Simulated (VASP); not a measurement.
# CuAu (Tetraauricupride) (P4/mmm) in VASP: a series of runs

CuAu (Tetraauricupride) is run at these levels: PBEsol; tasks: single point, relaxation of cell and atoms.

Everything below comes from runs of VASP 6.6.1. Logs are shortened: lines on timing, memory, paths and dates and some standing lists are left out, and cuts for length are marked.

## Step 1: The cell of the first run

Symmetry: P4/mmm, No. 123, tetragonal system. The conventional cell has a = 2.819 Å, b = 2.819 Å, c = 3.577 Å, α = 90.00°, β = 90.00°, γ = 90.00°. Within 3.5 Å of Cu (site symmetry 4/mmm) lie 8 Au at 2.68 Å and 4 Cu at 2.82 Å. Au (site symmetry 4/mmm) has 8 Cu at 2.68 Å and 4 Au at 2.82 Å within 3.5 Å.

## Step 2: Single point, PBEsol

The input, INCAR:

```
PREC = Accurate
ENCUT = 520
EDIFF = 1E-6
ISMEAR = 0
SIGMA = 0.1
LREAL = False
LASPH = True
NELM = 100
ALGO = Normal
ISIF = 2
LWAVE = False
LCHARG = False
GGA = PS
NBANDS = 18
```

The input, KPOINTS:

```
Automatic mesh
0
Gamma
  16 16 12
```

The input, POSCAR:

```
CuAu
1.0
    2.8185123108      0.0000000000      0.0000000000
    0.0000000000      2.8185123108      0.0000000000
    0.0000000000      0.0000000000      3.5771828356
Cu Au
1 1
Direct
    0.5000000000      0.5000000000      0.5000000000
    0.0000000000      0.0000000000      0.0000000000
```

Potentials or basis: VASP PAW PBE potentials, release 64 (Cu, Au).

The run is started by

```sh
> cat potpaw_PBE.64/Cu/POTCAR potpaw_PBE.64/Au/POTCAR > POTCAR
> mpirun -np 1 vasp_std > vasp.out
```

OUTCAR:

```text
PREC = Accurate
   ENCUT = 520
   EDIFF = 1E-6
   ISMEAR = 0
   LREAL = False
   LASPH = True
   NELM = 100
   ISIF = 2
   GGA = PS

 ion  position               nearest neighbor table
   1  0.500  0.500  0.500-   2 2.68   2 2.68   2 2.68   2 2.68   2 2.68   2 2.68   2 2.68   2 2.68

   2  0.000  0.000  0.000-   1 2.68   1 2.68   1 2.68   1 2.68   1 2.68   1 2.68   1 2.68   1 2.68

  LATTYP: Found a simple tetragonal cell.
 ALAT       =     2.8185123108
 C/A-ratio  =     1.2691741036

  Lattice vectors:

 A1 = (   2.8185123108,   0.0000000000,   0.0000000000)
 A2 = (   0.0000000000,   2.8185123108,   0.0000000000)
 A3 = (   0.0000000000,   0.0000000000,   3.5771828356)

Analysis of symmetry for initial positions (statically):
=====================================================================
 Subroutine PRICEL returns:
 Original cell was already a primitive cell.

 Routine SETGRP: Setting up the symmetry group for a
 simple tetragonal supercell.

 Subroutine GETGRP returns: Found 16 space group operations
 (whereof 16 operations were pure point group operations)
 out of a pool of 16 trial point group operations.

The static configuration has the point symmetry D_4h.

Analysis of symmetry for dynamics (positions and initial velocities):
=====================================================================
 Subroutine PRICEL returns:
 Original cell was already a primitive cell.

 Routine SETGRP: Setting up the symmetry group for a
 simple tetragonal supercell.

 Subroutine GETGRP returns: Found 16 space group operations
 (whereof 16 operations were pure point group operations)
 out of a pool of 16 trial point group operations.

The dynamic configuration has the point symmetry D_4h.

 Subroutine INISYM returns: Found 16 space group operations
 (whereof 16 operations are pure point group operations),
 and found     1 'primitive' translations

----------------------------------------------------------------------------------------

                                     Primitive cell

  volume of cell :      28.4172

  direct lattice vectors                    reciprocal lattice vectors
     2.818512311  0.000000000  0.000000000     0.354797102  0.000000000  0.000000000
     0.000000000  2.818512311  0.000000000     0.000000000  0.354797102  0.000000000
     0.000000000  0.000000000  3.577182836     0.000000000  0.000000000  0.279549591

  length of vectors
     2.818512311  2.818512311  3.577182836     0.354797102  0.354797102  0.279549591

  position of ions in fractional coordinates (direct lattice)
     0.500000000  0.500000000  0.500000000
     0.000000000  0.000000000  0.000000000

  ion indices of the primitive-cell ions
   primitive index   ion index
                 1           1
                 2           2

----------------------------------------------------------------------------------------

 KPOINTS: Automatic mesh

Automatic generation of k-mesh.
 Grid dimensions read from file:
 generate k-points for:   16   16   12

 Generating k-lattice:

  Cartesian coordinates                     Fractional coordinates (reciprocal lattice)
     0.022174819  0.000000000  0.000000000     0.062500000  0.000000000  0.000000000
     0.000000000  0.022174819  0.000000000     0.000000000  0.062500000  0.000000000
     0.000000000  0.000000000  0.023295799     0.000000000  0.000000000  0.083333333

  Length of vectors
     0.022174819  0.022174819  0.023295799

  Shift w.r.t. Gamma in fractional coordinates (k-lattice)
     0.000000000  0.000000000  0.000000000

 Subroutine IBZKPT returns following result:
 ===========================================

 Found    315 irreducible k-points:

 Following reciprocal coordinates:
            Coordinates               Weight
  0.000000  0.000000  0.000000      1.000000
  0.062500  0.000000  0.000000      4.000000
  0.125000  0.000000  0.000000      4.000000
  0.187500  0.000000  0.000000      4.000000
  0.250000  0.000000  0.000000      4.000000
  0.312500  0.000000  0.000000      4.000000
[... 16 lines left out ...]
  0.437500  0.125000  0.000000      8.000000
  0.500000  0.125000  0.000000      4.000000
 [... further k-points ...]
   k-points           NKPTS =    315   k-points in BZ     NKDIM =    315   number of bands    NBANDS=     18
   number of dos      NEDOS =    301   number of ions     NIONS =      2
   total plane-waves  NPLWV =  16128
   dimension x,y,z NGX =    24 NGY =   24 NGZ =   28
   dimension x,y,z NGXF=    48 NGYF=   48 NGZF=   56
   ions per type =               1   1
   NGX,Y,Z   is equivalent  to a cutoff of  14.16, 14.16, 13.01 a.u.
   NGXF,Y,Z  is equivalent  to a cutoff of  28.31, 28.31, 26.03 a.u.
 SYSTEM =  unknown system
   PREC   = accura    normal or accurate (medium, high low for compatibility)
   ISTART =      0    job   : 0-new  1-cont  2-samecut
   ICHARG =      2    charge: 1-file 2-atom 10-const
   ISPIN  =      1    spin polarized calculation?
   LNONCOLLINEAR =      F non collinear calculations
   LSORBIT =      F    spin-orbit coupling
   LASPH  =      T    aspherical Exc in radial PAW
   ENCUT  =  520.0 eV  38.22 Ry    6.18 a.u.   5.24  5.24  6.65*2*pi/ulx,y,z
   NELM   =    100;   NELMIN=  2; NELMDL= -5     # of ELM steps
   EDIFF  = 0.1E-05   stopping-criterion for ELM
   LREAL  =      F    real-space projection
   EDIFFG = 0.1E-04   stopping-criterion for IOM
   NSW    =      0    number of steps for IOM
   IBRION =     -1    ionic relax: 0-MD 1-quasi-New 2-CG
   NFREE  =      0    steps in history (QN), initial steepest desc. (CG)
   ISIF   =      2    stress and relaxation
   ISYM   =      2    0-nonsym 1-usesym 2-fastsym
   POTIM  = 0.5000    time-step for ionic-motion
   TEBEG  =    0.0;   TEEND  =   0.0 temperature during run
   PSTRESS=    0.0 pullay stress
   NELECT =      22.0000    total number of electrons
   NUPDOWN=      -1.0000    fix difference up-down
   EMIN   =  10.00;   EMAX   =-10.00  energy-range for DOS
   EFERMI =   0.00;   METHOD = LEGACY
   ISMEAR =     0;   SIGMA  =   0.10  broadening in eV -4-tet -1-fermi 0-gaus
   EFERMI_NEDOS =   21; number of points for ismear=-14 and -15
   IALGO  =     38    algorithm
   IMIX   =      4    mixing-type and parameters
     AMIX     =   0.40;   BMIX     =  1.00
     AMIX_MAG =   1.60;   BMIX_MAG =  1.00
  volume/ion in A,a.u.               =      14.21        95.88
  Fermi-wavevector in a.u.,A,eV,Ry     =   1.503218  2.840671 30.744612  2.259665
  Thomas-Fermi vector in A             =   2.614357
   LORBIT       =      0    0 simple, 1 ext, 2 COOP (PROOUT), +10 PAW based schemes
   GGA     = PS    functional components
   LHFCALC =     F    Hartree Fock is set to
   AEXX    =    0.0000 exact exchange contribution
   IVDW    =     0    specifies the selected vdW correction
   LEPSILON=     F    determine dielectric tensor
   LRPA    =     F    only Hartree local field effects (RPA)
 non-spin polarized calculation
 Gauss-broadening in eV      SIGMA  =   0.10
  energy-cutoff  :      520.00
  volume of cell :       28.42
 maximum number of plane-waves:       784
 NGX is ok and might be reduce to    24
   NGX = 11   NGY = 11   NGZ = 13

 number of electron      21.9999989 magnetization

 Free energy of the ion-electron system (eV)
  ---------------------------------------------------
  ext. energy  EPLUGINS =         0.00000000
  ---------------------------------------------------
  free energy    TOTEN  =        -8.35938693 eV

  energy without entropy =       -8.35641831  energy(sigma->0) =       -8.35790262

 E-fermi :   8.9182     XC(G=0): -12.9782

 val. band max:        8.9020425563   @ k =   0.3750   0.3750   0.2500
 cond. band min:       8.9199972164   @ k =   0.5000   0.3125   0.0833
 fundamental gap:      0.0179546601
 Fermi energy:         8.9182470646

 k-point     1 :       0.0000    0.0000    0.0000
  band No.  band energies     occupation
      1      -1.1390      2.00000
      2       2.1795      2.00000
      3       2.3128      2.00000
      4       4.7150      2.00000
      5       4.7150      2.00000
      6       5.7460      2.00000
[... 10 lines left out ...]
     17      25.5671      0.00000
     18      26.4665      0.00000

 k-point     2 :       0.0625    0.0000    0.0000
  band No.  band energies     occupation
      1      -1.0479      2.00000
      2       2.2268      2.00000
      3       2.3623      2.00000
      4       4.6654      2.00000
      5       4.7374      2.00000
      6       5.7094      2.00000
[... 10 lines left out ...]
     17      26.2863      0.00000
     18      26.5170      0.00000

 k-point     3 :       0.1250    0.0000    0.0000
  band No.  band energies     occupation
      1      -0.7808      2.00000
      2       2.3379      2.00000
      3       2.5345      2.00000
      4       4.5209      2.00000
      5       4.8031      2.00000
      6       5.6032      2.00000
[... 10 lines left out ...]
     17      26.5792      0.00000
     18      28.0322      0.00000

 k-point     4 :       0.1875    0.0000    0.0000
  band No.  band energies     occupation
      1      -0.3569      2.00000
      2       2.4828      2.00000
      3       2.8356      2.00000
      4       4.2983      2.00000
      5       4.9084      2.00000
      6       5.4389      2.00000
[... 10 lines left out ...]
     17      26.3356      0.00000
     18      28.0704      0.00000

 k-point     5 :       0.2500    0.0000    0.0000
  band No.  band energies     occupation
      1       0.1894      2.00000
      2       2.6603      2.00000
      3       3.2218      2.00000
      4       4.0319      2.00000
      5       5.0464      2.00000
      6       5.2399      2.00000
[... 10 lines left out ...]
     17      25.4902      0.00000
     18      27.3959      0.00000

 k-point     6 :       0.3125    0.0000    0.0000
  band No.  band energies     occupation
      1       0.8030      2.00000
      2       2.8649      2.00000
      3       3.6272      2.00000
      4       3.7676      2.00000
      5       5.0386      2.00000
      6       5.2058      2.00000
[... 10 lines left out ...]
     17      24.2406      0.00000
     18      26.5217      0.00000

 k-point     7 :       0.3750    0.0000    0.0000
  band No.  band energies     occupation
      1       1.3959      2.00000
      2       3.0878      2.00000
      3       3.5482      2.00000
      4       3.9605      2.00000
      5       4.8683      2.00000
      6       5.3681      2.00000
[... 10 lines left out ...]
     17      23.2130      0.00000
     18      25.5873      0.00000

 k-point     8 :       0.4375    0.0000    0.0000
  band No.  band energies     occupation
      1       1.8383      2.00000
      2       3.3069      2.00000
      3       3.4048      2.00000
      4       4.1333      2.00000
      5       4.7553      2.00000
      6       5.5011      2.00000
[... 10 lines left out ...]
     17      24.5529      0.00000
     18      24.9280      0.00000
[... 229 lines left out ...]
     17      26.7516      0.00000
     18      28.2146      0.00000

 k-point    20 :       0.2500    0.1250    0.0000
  band No.  band energies     occupation
      1       0.5289      2.00000
      2       2.9125      2.00000
      3       3.2804      2.00000
      4       3.9788      2.00000
      5       4.7259      2.00000
      6       5.0054      2.00000
[... 10 lines left out ...]
     17      25.6821      0.00000
     18      27.7025      0.00000

 k-point    21 :       0.3125    0.1250    0.0000
  band No.  band energies     occupation
      1       1.1289      2.00000
      2       3.0961      2.00000
      3       3.5704      2.00000
      4       3.7111      2.00000
      5       4.7262      2.00000
      6       4.9053      2.00000
[... 10 lines left out ...]
     17      24.2884      0.00000
     18      26.2756      0.00000

 k-point    22 :       0.3750    0.1250    0.0000
  band No.  band energies     occupation
      1       1.7204      2.00000
      2       3.2775      2.00000
      3       3.4881      2.00000
      4       3.6305      2.00000
      5       4.7181      2.00000
      6       5.0076      2.00000
[... 10 lines left out ...]
     17      22.9574      0.00000
     18      24.9761      0.00000

 k-point    23 :       0.4375    0.1250    0.0000
  band No.  band energies     occupation
      1       2.2039      2.00000
      2       3.3426      2.00000
      3       3.4180      2.00000
      4       3.5088      2.00000
      5       4.7081      2.00000
      6       5.1732      2.00000
[... 10 lines left out ...]
     17      22.3177      0.00000
     18      24.0478      0.00000

 k-point    24 :       0.5000    0.1250    0.0000
  band No.  band energies     occupation
      1       2.4148      2.00000
      2       3.2923      2.00000
      3       3.4064      2.00000
      4       3.4821      2.00000
      5       4.7038      2.00000
      6       5.2341      2.00000
[... 10 lines left out ...]
     17      22.2200      0.00000
     18      23.6634      0.00000

 [... further k-points ...]
[... 5 lines left out ...]
  --------------------------------------------------------------------------------------
  -------------------------------------------------------------------------------------
  Total       -0.0051194     -0.0051194      0.0137009      0.0000000     -0.0000000      0.0000000
  in kB       -0.2886320     -0.2886320      0.7724628      0.0000000     -0.0000000      0.0000000
  external PRESSURE =       0.0650663 kB  Pullay stress =       0.0000000 kB

 VOLUME and BASIS-vectors are now :
 -----------------------------------------------------------------------------
  energy-cutoff  :      520.00
  volume of cell :       28.42
      direct lattice vectors                 reciprocal lattice vectors
     2.818512311  0.000000000  0.000000000     0.354797102  0.000000000  0.000000000
     0.000000000  2.818512311  0.000000000     0.000000000  0.354797102  0.000000000
     0.000000000  0.000000000  3.577182836     0.000000000  0.000000000  0.279549591

 POSITION                                       TOTAL-FORCE (eV/Angst)
 -----------------------------------------------------------------------------------
      1.40926      1.40926      1.78859         0.000000      0.000000      0.000000
      0.00000      0.00000      0.00000         0.000000      0.000000      0.000000
 -----------------------------------------------------------------------------------
    total drift:                                0.000000      0.000000     -0.000000

  FREE ENERGIE OF THE ION-ELECTRON SYSTEM (eV)
  ---------------------------------------------------
  free  energy   TOTEN  =        -8.3593869330 eV

  energy  without entropy=       -8.3564183058  energy(sigma->0) =       -8.35790262
```

Run time: 90 s. Hardware: 1 thread of Intel Xeon Platinum 8375C at 2.90GHz (Ice Lake), shared host; peak memory 0.28 GiB.

What came out:

```yaml
Free_energy: -8.3594 eV
Pressure: 0.0 GPa
Band_gap_on_the_k_mesh: zero (band 11 reaches 14.18 eV, above the bottom of band 12 at 6.82 eV)
```

Levels at points of the mesh, in eV from the Fermi level:
| k point | band 7 | band 8 | band 9 | band 10 | band 11 | band 12 | band 13 | band 14 | band 15 | band 16 |
| --- | --- | --- | --- | --- | --- | --- | --- | --- | --- | --- |
| (0.00, 0.00, 0.00) | -2.85 | -2.15 | -1.73 | -1.50 | -1.50 | 2.49 | 8.82 | 9.65 | 9.65 | 16.63 |
| (0.50, 0.00, 0.00) | -3.11 | -3.09 | -2.53 | -2.31 | -1.00 | -0.29 | 9.87 | 9.94 | 11.80 | 12.01 |
| (0.50, 0.50, 0.00) | -1.75 | -1.74 | -1.37 | -1.37 | 0.35 | 0.35 | 4.95 | 6.83 | 10.37 | 11.89 |
| (0.00, 0.00, 0.50) | -3.31 | -2.85 | -2.46 | -2.46 | -2.36 | -2.09 | 14.18 | 14.51 | 14.51 | 15.21 |
| (0.50, 0.00, 0.50) | -1.95 | -1.82 | -1.60 | -1.54 | -1.19 | -1.18 | 2.71 | 4.61 | 15.69 | 15.94 |
| (0.50, 0.50, 0.50) | -3.15 | -2.20 | -1.75 | -1.74 | 5.26 | 5.50 | 5.50 | 6.05 | 6.77 | 7.20 |

Caveat: the PAW data sets were made with another functional, which shifts forces and pressure a little; spin-orbit coupling is left out, which moves the levels of the heavy elements.

(Continued in part 2 of 2.)
